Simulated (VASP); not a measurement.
Write the native input for VASP 6.6.1 that does the following.

```
Task                   : single point
Functional             : PBEsol
Potentials or basis    : VASP PAW PBE potentials, release 64 (Cu)
Cutoff                 : 520 eV
k mesh                 : 15 × 15 × 15
Occupations            : fermi-dirac, width 0.1 eV
Spin                   : no spin polarisation
Dipole correction      : no
Further INCAR settings : ALGO = Normal; EDIFF = 1e-06; NBANDS = 18
```

The structure of Cu lies in POSCAR:

```
Cu
1.0
    0.0000000000      2.6154514555      2.6154514555
    2.6154514555      0.0000000000      2.6154514555
    2.6154514555      2.6154514555      0.0000000000
Cu
2
Direct
    0.0000000000      0.0000000000      0.0000000000
    0.2500000000      0.2500000000      0.2500000000
```

These files were run (other wordings do the same):

INCAR

```
ALGO = Normal
EDIFF = 1E-6
ENCUT = 520
GGA = PS
ISIF = 2
ISMEAR = -1
LASPH = T
LCHARG = F
LREAL = F
LWAVE = F
NBANDS = 18
NELM = 60
PREC = Accurate
SIGMA = 0.1
```

KPOINTS

```
k-points
0
Gamma
  15 15 15
```

Potentials or basis: VASP PAW PBE potentials, release 64 (Cu).

Launch:

```sh
$ cat potpaw_PBE.64/Cu/POTCAR > POTCAR
$ mpirun -np 1 vasp_std > vasp.out
```

It gave:

The pressure is 0.1 GPa and the band gap on the k mesh is zero (band 11 reaches 3.60 eV, above the bottom of band 12 at 2.81 eV).

Caveat: the PAW data sets were made with another functional, which shifts forces and pressure a little.

Wall time 2.1 min on 1 thread of Intel(R) Xeon(R) Platinum 8488C (Sapphire Rapids) (shared host), peak memory 0.19 GiB.
